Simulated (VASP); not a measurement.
Set up this calculation in VASP 6.6.1, as the native input.

```yaml
Task: single point
Functional: PBE
Potentials_or_basis: VASP PAW PBE potentials, release 64 (Sc_sv, Os)
Cutoff: 520 eV
k_mesh: 3 × 3 × 3
Occupations: fermi-dirac, width 0.1 eV
Spin: no spin polarisation
Dipole_correction: no
Further_INCAR_settings: ALGO = Normal; EDIFF = 1e-06; NBANDS = 36
```

The structure of ScOs2 lies in POSCAR:

```
ScOs2
1.0
    4.1571690000     -0.2179860000      1.4062530000
    0.8177560000      4.5585850000      0.1338020000
   -0.0792990000     -0.1029000000      5.0714660000
Sc Os
2 4
Direct
    0.1312672088      0.7173787138      0.0911703612
    0.4526929447      0.6494939624      0.5121837743
    0.9072253249      0.9404807704      0.7133733041
    0.7593344427      0.4582221690      0.8630945410
    0.5541104419      0.1022560450      0.1927167540
    0.9909304056      0.2396989800      0.3532382828
```

One way to write it, as run:

INCAR

```
  ALGO = Normal
  EDIFF = 1E-6
  ENCUT = 520
  GGA = PE
  ISIF = 2
  ISMEAR = -1
  LASPH = T
  LCHARG = T
  LELF = T
  LREAL = F
  LVHAR = T
  LWAVE = F
  NBANDS = 36
  NELM = 60
  PREC = Accurate
  SIGMA = 0.1
```

KPOINTS

```
k-points
0
Gamma
  3 3 3
```

Potentials or basis: VASP PAW PBE potentials, release 64 (Sc_sv, Os).

Command:

```bash
$ cat potpaw_PBE.64/Sc_sv/POTCAR potpaw_PBE.64/Os/POTCAR > POTCAR
$ mpirun -np 1 vasp_std > vasp.out
```

It gave:

The pressure is 36.9 GPa and the largest force is 3.213 eV/Å. The band gap on the k mesh is zero (band 27 reaches 7.20 eV, above the bottom of band 28 at 6.84 eV).

Caveat: the k points lie up to 0.51 Å⁻¹ apart; spin-orbit coupling is left out, which moves the levels of the heavy elements.

It took 61 s on 1 thread of Intel(R) Xeon(R) Platinum 8488C (Sapphire Rapids), with other jobs on the host, peak memory 0.24 GiB.
